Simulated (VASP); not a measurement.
# TaN (Fm-3m) in VASP: notebook, part 2 of 2

VASP 6.6.1. The steps go on from the part before.

## (4) Relaxation of cell and atoms, r2SCAN, target pressure 30 GPa, at which the enthalpy is minimised

File POSCAR:

```
TaN
1.0
    0.0000000000      2.2113230000      2.2113230000
    2.2113230000      0.0000000000      2.2113230000
    2.2113230000      2.2113230000      0.0000000000
Ta N
1 1
Direct
    0.5000000000      0.5000000000      0.5000000000
    0.0000000000      0.0000000000      0.0000000000
```

File INCAR.step1:

```
PREC     = Accurate       # precision mode
ENCUT    = 600            # plane-wave cutoff, eV
ISMEAR   = -1             # smearing method
SIGMA    = 0.05           # smearing width, eV
LREAL    = False          # projectors in reciprocal space
LASPH    = True           # aspherical terms in the spheres
NELM     = 80             # most SCF steps
GGA      = PE             # functional
ALGO     = Normal         # electronic algorithm
EDIFF    = 1E-4           # SCF threshold, eV
LWAVE    = True           # write WAVECAR
LCHARG   = False          # write CHGCAR
```

File INCAR.step2:

```
PREC     = Accurate       # precision mode
ENCUT    = 600            # plane-wave cutoff, eV
EDIFF    = 1E-7           # SCF threshold, eV
ISMEAR   = -1             # smearing method
SIGMA    = 0.05           # smearing width, eV
LREAL    = False          # projectors in reciprocal space
LASPH    = True           # aspherical terms in the spheres
NELM     = 80             # most SCF steps
ALGO     = Normal         # electronic algorithm
ISIF     = 3              # what is computed and relaxed
LWAVE    = False          # write WAVECAR
LCHARG   = False          # write CHGCAR
METAGGA  = R2SCAN         # meta-GGA
LMIXTAU  = True         
IBRION   = 2              # ionic algorithm
NSW      = 60             # ionic steps
EDIFFG   = -0.01          # ionic threshold
PSTRESS  = 300.0        
ISTART   = 1
```

File KPOINTS:

```
regular mesh
0
Gamma
  10 10 10
```

Started as:

```sh
> cat potpaw_PBE.64/Ta_pv/POTCAR potpaw_PBE.64/N/POTCAR > POTCAR
> cp INCAR.step1 INCAR
> mpirun -np 1 vasp_std > vasp.out
> cp INCAR.step2 INCAR
> mpirun -np 1 vasp_std > vasp.out
```

Run time: 8.4 min. Hardware: 1 thread of AMD EPYC 9R45 (Zen 5), shared host; peak memory 0.16 GiB.

Results (log left out):

```yaml
Free_energy: -59.5104 eV
Relaxed_volume: 9.93 Å³/atom
Relaxed_cell: a = 3.039 Å, b = 3.039 Å, c = 3.039 Å, α = 60.00°, β = 60.00°, γ = 60.00°
Space_group_after_relaxing_to_0.05_Å: Fm-3m (No. 225)
Energy_change_on_relaxing_the_enthalpy_is_what_falls: +63.9 meV/atom
Ionic_steps: 5
Pressure_after_relaxing: 30.0 GPa
Band_gap_on_the_k_mesh: zero (band 8 reaches 12.56 eV, above the bottom of band 9 at 8.04 eV)
```

The path:
| step | energy change (eV) | largest force (eV/Å) | pressure (GPa) | volume (Å³) |
| --- | --- | --- | --- | --- |
| 1 | 0.0000 | 0.0000 | -4.32 | 21.63 |
| 2 | 3.6145 | 0.0000 | 254.01 | 15.16 |
| 3 | 0.0951 | 0.0000 | 25.57 | 20.04 |
| 4 | 0.1181 | 0.0000 | 28.74 | 19.90 |
| 5 | 0.1278 | 0.0000 | 30.01 | 19.85 |

Final structure:
```cif
data_structure
_symmetry_space_group_name_H-M 'P 1'
_symmetry_Int_Tables_number 1
_cell_length_a 3.0393
_cell_length_b 3.0393
_cell_length_c 3.0393
_cell_angle_alpha 60.000
_cell_angle_beta 60.000
_cell_angle_gamma 60.000
_cell_volume 19.85
loop_
_atom_site_label
_atom_site_type_symbol
_atom_site_fract_x
_atom_site_fract_y
_atom_site_fract_z
_atom_site_occupancy
Ta1 Ta 0.50000 0.50000 0.50000 1
N1 N 0.00000 0.00000 0.00000 1
```

Levels at points of the mesh, in eV from the Fermi level:
| k point | band 5 | band 6 | band 7 | band 8 | band 9 | band 10 | band 11 | band 12 |
| --- | --- | --- | --- | --- | --- | --- | --- | --- |
| (0.00, 0.00, 0.00) | -4.37 | -4.37 | -4.37 | -2.40 | -2.40 | -2.40 | 0.11 | 0.11 |
| (0.50, 0.00, 0.00) | -11.45 | -8.55 | -8.55 | 2.12 | 2.12 | 2.28 | 4.29 | 8.57 |
| (0.50, 0.50, 0.00) | -7.24 | -6.16 | -5.18 | -5.18 | 2.40 | 3.93 | 3.93 | 5.46 |

Caveat: the cell is relaxed towards a set pressure, so the enthalpy falls and the energy may rise; the PAW data sets were made with another functional, which shifts forces and pressure a little; spin-orbit coupling is left out, which moves the levels of the heavy elements.

## (5) Single point, PBEsol+D3(BJ)

This run uses another cell than the first one, of 10.26 Å³/atom, 0.949 times its volume.

File INCAR:

```
PREC = Accurate
ENCUT = 520
EDIFF = 1E-6
ISMEAR = -1
SIGMA = 0.05
LREAL = F
LASPH = T
NELM = 60
ALGO = Normal
ISIF = 2
LWAVE = F
LCHARG = F
GGA = PS
IVDW = 12
NBANDS = 15
```

File KPOINTS:

```
Automatic mesh
0
Gamma
  10 10 10
```

File POSCAR:

```
TaN
1.0
    0.0000000000      2.1728025757      2.1728025757
    2.1728025757      0.0000000000      2.1728025757
    2.1728025757      2.1728025757      0.0000000000
Ta N
1 1
Direct
    0.5000000000      0.5000000000      0.5000000000
    0.0000000000      0.0000000000      0.0000000000
```

Potentials or basis: VASP PAW PBE potentials, release 64 (Ta_pv, N).

Started as:

```sh
> cat potpaw_PBE.64/Ta_pv/POTCAR potpaw_PBE.64/N/POTCAR > POTCAR
> mpirun -np 1 vasp_std > vasp.out
```

OUTCAR:

```text
PREC = Accurate
   ENCUT = 520
   EDIFF = 1E-6
   ISMEAR = -1
   LREAL = F
   LASPH = T
   NELM = 60
   ISIF = 2
   GGA = PS
   IVDW = 12
 IVDW          = 12

 ion  position               nearest neighbor table
   1  0.500  0.500  0.500-   2 2.17   2 2.17   2 2.17   2 2.17   2 2.17   2 2.17
   2  0.000  0.000  0.000-   1 2.17   1 2.17   1 2.17   1 2.17   1 2.17   1 2.17

  LATTYP: Found a face centered cubic cell.
 ALAT       =     4.3456051514

  Lattice vectors:

 A1 = (   0.0000000000,   2.1728025757,   2.1728025757)
[... 618 lines left out ...]

 Edisp (eV)   -0.96625

 E8    (eV) :    -0.6710

  FORCE on cell =-STRESS in cart. coord.  units (eV):
  Direction    XX          YY          ZZ          XY          YZ          ZX
  --------------------------------------------------------------------------------------
  -------------------------------------------------------------------------------------
  Total       0.14714     0.14714     0.14714     0.00000    -0.00000     0.00000
  in kB      11.49081    11.49081    11.49081     0.00000    -0.00000     0.00000
  external pressure =       11.49 kB  Pullay stress =        0.00 kB

 VOLUME and BASIS-vectors are now :
 -----------------------------------------------------------------------------
  energy-cutoff  :      520.00
  volume of cell :       20.52
      direct lattice vectors                 reciprocal lattice vectors
     0.000000000  2.172802576  2.172802576    -0.230117548  0.230117548  0.230117548
     2.172802576  0.000000000  2.172802576     0.230117548 -0.230117548  0.230117548
     2.172802576  2.172802576  0.000000000     0.230117548  0.230117548 -0.230117548

 POSITION                                       TOTAL-FORCE (eV/Angst)
 -----------------------------------------------------------------------------------
      2.17280      2.17280      2.17280         0.000000      0.000000     -0.000000
      0.00000      0.00000      0.00000        -0.000000      0.000000      0.000000
 -----------------------------------------------------------------------------------
    total drift:                                0.000000     -0.000000     -0.000000

  FREE ENERGIE OF THE ION-ELECTRON SYSTEM (eV)
  ---------------------------------------------------
  free  energy   TOTEN  =       -24.1803267477 eV

  energy  without entropy=      -24.1745718395  energy(sigma->0) =      -24.17744929
```

OSZICAR:

```text
N       E                     dE             d eps       ncg     rms          rms(c)
DAV:   1     0.870051081725E+02    0.87005E+02   -0.87437E+03  1410   0.114E+03
DAV:   2    -0.232289704763E+02   -0.11023E+03   -0.10386E+03  1725   0.303E+02
DAV:   3    -0.259948433983E+02   -0.27659E+01   -0.27546E+01  1592   0.443E+01
DAV:   4    -0.260042433198E+02   -0.93999E-02   -0.93971E-02  1823   0.284E+00
DAV:   5    -0.260042988934E+02   -0.55574E-04   -0.55574E-04  1585   0.195E-01    0.263E+01
DAV:   6    -0.233115132236E+02    0.26928E+01   -0.48793E+00  1673   0.252E+01    0.112E+01
DAV:   7    -0.232515054696E+02    0.60008E-01   -0.48074E-01  1746   0.553E+00    0.744E+00
DAV:   8    -0.232201539882E+02    0.31351E-01   -0.14565E-01  1571   0.308E+00    0.162E+00
DAV:   9    -0.232143169426E+02    0.58370E-02   -0.18053E-02  1557   0.106E+00    0.370E-01
DAV:  10    -0.232141335448E+02    0.18340E-03   -0.10297E-03  1676   0.374E-01    0.822E-02
DAV:  11    -0.232140796437E+02    0.53901E-04   -0.12275E-04  1585   0.119E-01    0.274E-02
DAV:  12    -0.232140778774E+02    0.17663E-05   -0.80201E-06  1627   0.261E-02    0.364E-03
DAV:  13    -0.232140775931E+02    0.28432E-06   -0.66288E-07   880   0.655E-03
   1 F= -.24180327E+02 E0= -.24177449E+02  d E =-.575491E-02
```

It took 6.8 s on 1 thread of Intel Xeon Platinum 8488C (Sapphire Rapids), shared host; peak memory 0.15 GiB.

What came out:

| Item | Value |
| --- | --- |
| Free energy | -24.1803 eV |
| Pressure | 1.1 GPa |
| Band gap on the k mesh | zero (band 8 reaches 11.80 eV, above the bottom of band 9 at 7.55 eV) |
| Dispersion energy per atom | -0.483 eV |

Levels at points of the mesh, in eV from the Fermi level:
| k point | band 4 | band 5 | band 6 | band 7 | band 8 | band 9 | band 10 | band 11 | band 12 | band 13 |
| --- | --- | --- | --- | --- | --- | --- | --- | --- | --- | --- |
| (0.00, 0.00, 0.00) | -19.12 | -3.91 | -3.91 | -3.91 | -2.26 | -2.26 | -2.26 | 0.00 | 0.00 | 1.84 |
| (0.50, 0.00, 0.00) | -15.82 | -10.72 | -7.87 | -7.87 | 1.99 | 1.99 | 2.10 | 3.90 | 7.92 | 7.92 |
| (0.50, 0.50, 0.00) | -17.83 | -6.72 | -5.78 | -4.71 | -4.71 | 2.18 | 3.74 | 3.74 | 4.93 | 7.12 |

Caveat: the PAW data sets were made with another functional, which shifts forces and pressure a little; spin-orbit coupling is left out, which moves the levels of the heavy elements; pairwise dispersion overbinds metals, which lowers pressure and volume.

## (6) Single point, PBEsol+D4

This run uses another cell than the first one, of 10.38 Å³/atom, 0.960 times its volume.

File INCAR:

```
ALGO = Normal ; EDIFF = 1E-7
ENCUT = 520 ; GGA = PS
ISIF = 2 ; ISMEAR = -1
IVDW = 13 ; LASPH = T
LCHARG = F ; LREAL = F
LWAVE = F ; NBANDS = 15
NELM = 100 ; PREC = Accurate
SIGMA = 0.05
```

File KPOINTS:

```
k-points
0
Gamma
  10 10 10
```

File POSCAR:

```
TaN
1.0
    0.0000000000      2.1815003836      2.1815003836
    2.1815003836      0.0000000000      2.1815003836
    2.1815003836      2.1815003836      0.0000000000
Ta N
1 1
Direct
    0.5000000000      0.5000000000      0.5000000000
    0.0000000000      0.0000000000      0.0000000000
```

Potentials or basis: VASP PAW PBE potentials, release 64 (Ta_pv, N).

Started as:

```sh
> cat potpaw_PBE.64/Ta_pv/POTCAR potpaw_PBE.64/N/POTCAR > POTCAR
> mpirun -np 1 vasp_std > vasp.out
```

Run time: 8.1 s. Hardware: 1 thread of Intel Xeon Platinum 8488C (Sapphire Rapids), shared host; peak memory 0.14 GiB.

Results (log left out):

| Property | Result |
| --- | --- |
| Free energy | -23.5996 eV |
| Pressure | 1.1 GPa |
| Band gap on the k mesh | zero (band 8 reaches 11.62 eV, above the bottom of band 9 at 7.45 eV) |
| Dispersion energy per atom | -0.188 eV |

Levels at points of the mesh, in eV from the Fermi level:
```
           k point  band 6  band 7  band 8  band 9  band 10  band 11
(0.00, 0.00, 0.00)   -3.88   -3.88   -2.23   -2.23    -2.23     0.00
(0.50, 0.00, 0.00)   -7.78   -7.78    1.95    1.95     2.06     3.86
(0.50, 0.50, 0.00)   -5.69   -4.68   -4.68    2.14     3.67     3.67
```

Caveat: the PAW data sets were made with another functional, which shifts forces and pressure a little; spin-orbit coupling is left out, which moves the levels of the heavy elements; pairwise dispersion overbinds metals, which lowers pressure and volume.

## (7) Overview

| task | level | cell | cutoff (eV) | gap on the mesh (eV) | pressure (GPa) |
| --- | --- | --- | --- | --- | --- |
| relaxation of cell and atoms | r2SCAN | relaxed to 10 GPa from a = 3.127 Å, angles 60.0°, 2 atoms | 600 | none | 9.9 |
| relaxation of cell and atoms | r2SCAN | relaxed to 20 GPa from a = 3.127 Å, angles 60.0°, 2 atoms | 600 | none | 20.1 |
| relaxation of cell and atoms | r2SCAN | relaxed to 30 GPa from a = 3.127 Å, angles 60.0°, 2 atoms | 600 | none | 30.0 |
| single point | PBEsol+D3(BJ) | a = 3.073 Å, angles 60.0°, 2 atoms | 520 | none | 1.1 |
| single point | PBEsol+D4 | a = 3.085 Å, angles 60.0°, 2 atoms | 520 | none | 1.1 |

Alike in all rows: potentials or basis VASP PAW PBE potentials, release 64 (Ta_pv, N); no spin polarisation; k mesh 10 × 10 × 10; smearing fermi-dirac 0.05 eV.

Caveats: the PAW data sets were made with another functional, which shifts forces and pressure a little; spin-orbit coupling is left out, which moves the levels of the heavy elements; the cell is relaxed towards a set pressure, so the enthalpy falls and the energy may rise (some runs); pairwise dispersion overbinds metals, which lowers pressure and volume (some runs).

Absolute energies hang on the potentials; compare differences alone.
